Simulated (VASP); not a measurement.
# Ho4S (P6/mmm) in VASP: a series of runs

Runs on Ho4S. Level: PBE. Tasks: single point.

Everything below comes from runs of VASP 6.6.1. Logs are shortened: lines on timing, memory, paths and dates and some standing lists are left out, and cuts for length are marked.

**1. The cell of the first run**

The structure is hexagonal, space group P6/mmm (No. 191). Conventional cell: a = 5.370 Å, b = 5.370 Å, c = 6.118 Å, α = 90.00°, β = 90.00°, γ = 120.00°. Ho (site symmetry 3m) has 5 Ho at 2.98 to 3.14 Å and 3 S at 3.44 Å within 3.9 Å. Within 4.5 Å of S (site symmetry 6/mmm) lie 12 Ho at 3.44 Å.

The cell was generated, and may not be a known phase.

**2. Single point, PBE**

File INCAR:

```
SYSTEM = Ho4S
PREC = Accurate
ENCUT = 500
EDIFF = 1E-6
ISMEAR = 0
SIGMA = 0.2
LREAL = .False.
LASPH = .True.
NELM = 200
ALGO = Normal
ISIF = 2
LWAVE = .False.
LCHARG = .True.
GGA = PE
LELF = .True.
LVHAR = .True.
NBANDS = 29
GGA_COMPAT = .False.
LMAXMIX = 6
```

File KPOINTS:

```
Automatic mesh
0
Gamma
  4 4 3
  0 0 0
```

File POSCAR:

```
Ho4S
1.0
    5.3703709008     -0.0000000032      0.0000000000
   -2.6851854476      4.6508776294      0.0000000000
    0.0000000000      0.0000000000      6.1184231203
Ho S
4 1
Direct
    0.3333333333      0.6666666667      0.7431609103
    0.6666666667      0.3333333333      0.7431609103
    0.6666666667      0.3333333333      0.2568390897
    0.3333333333      0.6666666667      0.2568390897
    0.0000000000      0.0000000000      0.5000000000
```

Potentials or basis: VASP PAW PBE potentials, release 64 (Ho_3, S), 4f in core.

Launch:

```console
cat potpaw_PBE.64/Ho_3/POTCAR potpaw_PBE.64/S/POTCAR > POTCAR
mpirun -np 1 vasp_std > vasp.out
```

OUTCAR:

```text
SYSTEM = Ho4S
   PREC = Accurate
   ENCUT = 500
   EDIFF = 1E-6
   ISMEAR = 0
   LREAL = .False.
   LASPH = .True.
   NELM = 200
   ISIF = 2
   GGA = PE

 ion  position               nearest neighbor table
   1  0.333  0.667  0.743-   4 2.98   2 3.10   2 3.10   2 3.10   4 3.14
   2  0.667  0.333  0.743-   3 2.98   1 3.10   1 3.10   1 3.10   3 3.14
   3  0.667  0.333  0.257-   2 2.98   4 3.10   4 3.10   4 3.10   2 3.14
   4  0.333  0.667  0.257-   1 2.98   3 3.10   3 3.10   3 3.10   1 3.14
   5  0.000  0.000  0.500-

  LATTYP: Found a hexagonal cell.
 ALAT       =     5.3703709008
 C/A-ratio  =     1.1392924685

  Lattice vectors:

 A1 = (   5.3703709008,  -0.0000000032,   0.0000000000)
 A2 = (  -2.6851854476,   4.6508776294,   0.0000000000)
 A3 = (   0.0000000000,   0.0000000000,   6.1184231203)

Analysis of symmetry for initial positions (statically):
=====================================================================
 Subroutine PRICEL returns:
 Original cell was already a primitive cell.

 Routine SETGRP: Setting up the symmetry group for a
 hexagonal supercell.

 Subroutine GETGRP returns: Found 24 space group operations
 (whereof 24 operations were pure point group operations)
 out of a pool of 24 trial point group operations.

The static configuration has the point symmetry D_6h.

Analysis of symmetry for dynamics (positions and initial velocities):
=====================================================================
 Subroutine PRICEL returns:
 Original cell was already a primitive cell.

 Routine SETGRP: Setting up the symmetry group for a
 hexagonal supercell.

 Subroutine GETGRP returns: Found 24 space group operations
 (whereof 24 operations were pure point group operations)
 out of a pool of 24 trial point group operations.

The dynamic configuration has the point symmetry D_6h.

 Subroutine INISYM returns: Found 24 space group operations
 (whereof 24 operations are pure point group operations),
 and found     1 'primitive' translations

----------------------------------------------------------------------------------------

                                     Primitive cell

  volume of cell :     152.8195

  direct lattice vectors                    reciprocal lattice vectors
     5.370370901 -0.000000003  0.000000000     0.186206878  0.107506591  0.000000000
    -2.685185448  4.650877629  0.000000000     0.000000000  0.215013182  0.000000000
[... 75 lines left out ...]
   LREAL  =      F    real-space projection
   EDIFFG = 0.1E-04   stopping-criterion for IOM
   NSW    =      0    number of steps for IOM
   IBRION =     -1    ionic relax: 0-MD 1-quasi-New 2-CG
   NFREE  =      0    steps in history (QN), initial steepest desc. (CG)
   ISIF   =      2    stress and relaxation
   ISYM   =      2    0-nonsym 1-usesym 2-fastsym
   POTIM  = 0.5000    time-step for ionic-motion
   TEBEG  =    0.0;   TEEND  =   0.0 temperature during run
   PSTRESS=    0.0 pullay stress
   NELECT =      42.0000    total number of electrons
   NUPDOWN=      -1.0000    fix difference up-down
   EMIN   =  10.00;   EMAX   =-10.00  energy-range for DOS
   EFERMI =   0.00;   METHOD = LEGACY
   ISMEAR =     0;   SIGMA  =   0.20  broadening in eV -4-tet -1-fermi 0-gaus
   EFERMI_NEDOS =   21; number of points for ismear=-14 and -15
   IALGO  =     38    algorithm
   IMIX   =      4    mixing-type and parameters
     AMIX     =   0.40;   BMIX     =  1.00
     AMIX_MAG =   1.60;   BMIX_MAG =  1.00
  volume/ion in A,a.u.               =      30.56       206.26
  Fermi-wavevector in a.u.,A,eV,Ry     =   1.064384  2.011394 15.414223  1.132913
  Thomas-Fermi vector in A             =   2.199901
   LORBIT       =      0    0 simple, 1 ext, 2 COOP (PROOUT), +10 PAW based schemes
   GGA     = PE    functional components
   LHFCALC =     F    Hartree Fock is set to
   AEXX    =    0.0000 exact exchange contribution
   IVDW    =     0    specifies the selected vdW correction
   LEPSILON=     F    determine dielectric tensor
   LRPA    =     F    only Hartree local field effects (RPA)
 non-spin polarized calculation
 Gauss-broadening in eV      SIGMA  =   0.20
  energy-cutoff  :      500.00
  volume of cell :      152.82
 maximum number of plane-waves:      3898
 NGX is ok and might be reduce to    40
   NGX = 19   NGY = 19   NGZ = 23

 number of electron      42.0000006 magnetization

 Free energy of the ion-electron system (eV)
  ---------------------------------------------------
  ext. energy  EPLUGINS =         0.00000000
  ---------------------------------------------------
  free energy    TOTEN  =       -19.30729106 eV

  energy without entropy =      -19.17508562  energy(sigma->0) =      -19.24118834

 E-fermi :   2.9440     XC(G=0):  -9.4642

 val. band max:        2.8771304324   @ k =   0.5000   0.0000   0.0000
 cond. band min:       2.9464415887   @ k =   0.2500   0.2500   0.0000
 fundamental gap:      0.0693111563
 Fermi energy:         2.9439975796

 k-point     1 :       0.0000    0.0000    0.0000
  band No.  band energies     occupation
      1     -21.9955      2.00000
      2     -21.8133      2.00000
      3     -21.8133      2.00000
      4     -21.7671      2.00000
      5     -21.6524      2.00000
      6     -21.6524      2.00000
[... 245 lines left out ...]
     28       4.4840      0.00000
     29       5.5361      0.00000

------------------------ aborting loop because EDIFF is reached ----------------------------------------

  FORCE on cell =-STRESS in cart. coord.  units (eV):
  Direction    XX          YY          ZZ          XY          YZ          ZX
  --------------------------------------------------------------------------------------
  -------------------------------------------------------------------------------------
  Total        0.3619510      0.3619510      0.4712588      0.0000000      0.0000000     -0.0000000
  in kB        3.7947366      3.7947366      4.9407328      0.0000000      0.0000000     -0.0000000
  external PRESSURE =       4.1767353 kB  Pullay stress =       0.0000000 kB

 VOLUME and BASIS-vectors are now :
 -----------------------------------------------------------------------------
  energy-cutoff  :      500.00
  volume of cell :      152.82
      direct lattice vectors                 reciprocal lattice vectors
     5.370370901 -0.000000003  0.000000000     0.186206878  0.107506591  0.000000000
    -2.685185448  4.650877629  0.000000000     0.000000000  0.215013182  0.000000000
     0.000000000  0.000000000  6.118423120     0.000000000  0.000000000  0.163440805

 POSITION                                       TOTAL-FORCE (eV/Angst)
 -----------------------------------------------------------------------------------
      0.00000      3.10059      4.54697         0.000000     -0.000000      0.020533
      2.68519      1.55029      4.54697        -0.000000      0.000000      0.020533
      2.68519      1.55029      1.57145        -0.000000     -0.000000     -0.020533
      0.00000      3.10059      1.57145         0.000000     -0.000000     -0.020533
      0.00000      0.00000      3.05921         0.000000      0.000000      0.000000
 -----------------------------------------------------------------------------------
    total drift:                                0.000000     -0.000000      0.000000

  FREE ENERGIE OF THE ION-ELECTRON SYSTEM (eV)
  ---------------------------------------------------
  free  energy   TOTEN  =       -19.3072910611 eV

  energy  without entropy=      -19.1750856150  energy(sigma->0) =      -19.24118834
```

OSZICAR:

```text
N       E                     dE             d eps       ncg     rms          rms(c)
DAV:   1     0.365267422307E+03    0.36527E+03   -0.16853E+04   504   0.130E+03
DAV:   2     0.217051057413E+02   -0.34356E+03   -0.33685E+03   680   0.714E+02
DAV:   3    -0.134448722589E+02   -0.35150E+02   -0.33154E+02   736   0.168E+02
DAV:   4    -0.190571202845E+02   -0.56122E+01   -0.51512E+01   864   0.506E+01
DAV:   5    -0.194093976702E+02   -0.35228E+00   -0.33843E+00   816   0.962E+00    0.271E+01
DAV:   6    -0.193114158302E+02    0.97982E-01   -0.41513E-01   840   0.438E+00    0.159E+01
DAV:   7    -0.193089095470E+02    0.25063E-02   -0.20904E-01   800   0.303E+00    0.104E+00
DAV:   8    -0.193075373495E+02    0.13722E-02   -0.12796E-02   784   0.853E-01    0.455E-01
DAV:   9    -0.193072447497E+02    0.29260E-03   -0.22509E-03   800   0.289E-01    0.737E-02
DAV:  10    -0.193072652025E+02   -0.20453E-04   -0.14784E-04   776   0.101E-01    0.335E-02
DAV:  11    -0.193072874221E+02   -0.22220E-04   -0.31874E-05   632   0.341E-02    0.664E-03
DAV:  12    -0.193072902413E+02   -0.28192E-05   -0.36395E-06   624   0.154E-02    0.356E-03
DAV:  13    -0.193072910611E+02   -0.81981E-06   -0.15487E-06   520   0.935E-03
   1 F= -.19307291E+02 E0= -.19241188E+02  d E =-.132205E+00
```

Run time: 47 s. Hardware: 1 thread of Intel Xeon Platinum 8175M at 2.50GHz (Skylake/Cascade Lake), shared host; peak memory 0.25 GiB.

Results:

| Quantity | Value |
| --- | --- |
| Free energy | -19.3073 eV |
| Pressure | 0.4 GPa |
| Largest force | 0.021 eV/Å |
| Band gap on the k mesh | zero (bands 21 and 22 overlap by 0.40 eV) |

Forces on the atoms (eV/Å):
```
Ho   0.000  0.000  0.021
Ho   0.000  0.000  0.021
Ho   0.000  0.000 -0.021
Ho   0.000  0.000 -0.021
S    0.000  0.000  0.000
```

Caveat: spin-orbit coupling is left out, which moves the levels of the heavy elements; the 4f electrons are frozen in the core, so they carry no moment and show no levels; the run has no spin polarisation, though such a crystal can be magnetic. With open d or f shells a metallic result of PBE can be an artefact of self-interaction; +U or a hybrid may open a gap.

**3. Single point, PBE**

This run uses another cell than the first one, of 32.82 Å³/atom.

File INCAR:

```
PREC = Accurate
ENCUT = 500
EDIFF = 1E-6
ISMEAR = 0
SIGMA = 0.2
LREAL = F
LASPH = T
NELM = 200
ALGO = Normal
ISIF = 2
LWAVE = F
LCHARG = T
GGA = PE
LELF = T
LVHAR = T
NBANDS = 29
GGA_COMPAT = F
LMAXMIX = 6
```

File KPOINTS:

```
regular mesh
0
Gamma
  4 4 3
```

File POSCAR:

```
Ho4S
1.0
    6.1779321448      0.0000000033      0.0000000000
   -3.0889660753      5.3502461786      0.0000000000
    0.0000000000      0.0000000000      4.9651484591
Ho S
4 1
Direct
    0.5000000000      0.0000000000      0.5000000000
    0.0000000000      0.5000000000      0.5000000000
    0.5000000000      0.5000000000      0.5000000000
    0.0000000000      0.0000000000      0.0000000000
    0.0000000000      0.0000000000      0.5000000000
```

Potentials or basis: VASP PAW PBE potentials, release 64 (Ho_3, S), 4f in core.

Launch:

```console
cat potpaw_PBE.64/Ho_3/POTCAR potpaw_PBE.64/S/POTCAR > POTCAR
mpirun -np 1 vasp_std > vasp.out
```

Wall time 55 s (1 thread of Intel Xeon Platinum 8175M at 2.50GHz (Skylake/Cascade Lake), shared host); peak memory 0.27 GiB.

Results (log left out):

```yaml
Free_energy: -21.9981 eV
Pressure: 0.4 GPa
Band_gap_on_the_k_mesh: zero (bands 21 and 22 overlap by 1.02 eV)
```

Stress tensor (GPa, compression positive):
```
0.43 0.00 0.00
0.00 0.43 0.00
0.00 0.00 0.21
```

Levels at points of the mesh, in eV from the Fermi level:
| k point | band 19 | band 20 | band 21 | band 22 | band 23 | band 24 |
| --- | --- | --- | --- | --- | --- | --- |
| (0.00, 0.00, 0.00) | -1.36 | -1.36 | -0.59 | -0.59 | -0.17 | 0.85 |
| (0.50, 0.00, 0.00) | -0.09 | -0.04 | 0.43 | 0.53 | 0.69 | 0.80 |

Caveat: the k points lie up to 0.42 Å⁻¹ apart, too coarse for converged energies and pressures of a metal; spin-orbit coupling is left out, which moves the levels of the heavy elements; the 4f electrons are frozen in the core, so they carry no moment and show no levels; the run has no spin polarisation, though such a crystal can be magnetic.

The gap in the log of VASP goes by the Fermi energy; the results here count the filled bands.